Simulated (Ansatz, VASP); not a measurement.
# TaN in VASP and in Ansatz

```
Ta N
1.0
     2.92399    0.00000   -0.07310
    -1.46199    2.53225    0.03655
    -0.07177    0.00000    2.87073
Ta N
1 1
Direct
  0.33333 0.66667 0.50000
  0.00000 0.00000 0.00000
```

Change from the starting cell: strain -0.0500 x Voigt [0, 0, 0, 0, 1, 0], atoms carried along.

Alike in both runs: task single point; functional PBEsol; k mesh 24 × 24 × 20; occupations gaussian, width 0.15 eV; no spin polarisation.

```csv
,VASP,Ansatz
version,VASP 6.6.1,Ansatz 0.2.0
potentials or method,"VASP PAW PBE potentials, release 64 (Ta_pv, N), cutoff 520 eV","scalar-relativistic, plane waves, PAW"
valence electrons in the cell,16,18
```

|  | VASP | Ansatz | Ansatz less VASP |
| --- | --- | --- | --- |
| gap on the k mesh at the Fermi level (eV) | none | none | - |
| pressure (GPa) | 1.9 | 1.1 | -0.86 |
| traceless stress, the component that is largest in VASP (GPa) | 12.88 | 12.78 | -0.102 |
| rms of the force components (eV/Å) | 0.038 | 0.037 | -0.0005 |

VASP's potentials were made for PBE, not for PBEsol. Atom by atom the forces differ by 0.000 eV/Å (rms over components). A gap of «none» marks a metal or a gap that the smearing closes. VASP's potentials hold 16 valence electrons a cell and Ansatz's 18, so a difference there can come from the potentials and not from the codes.

Neither program's run includes spin-orbit coupling.
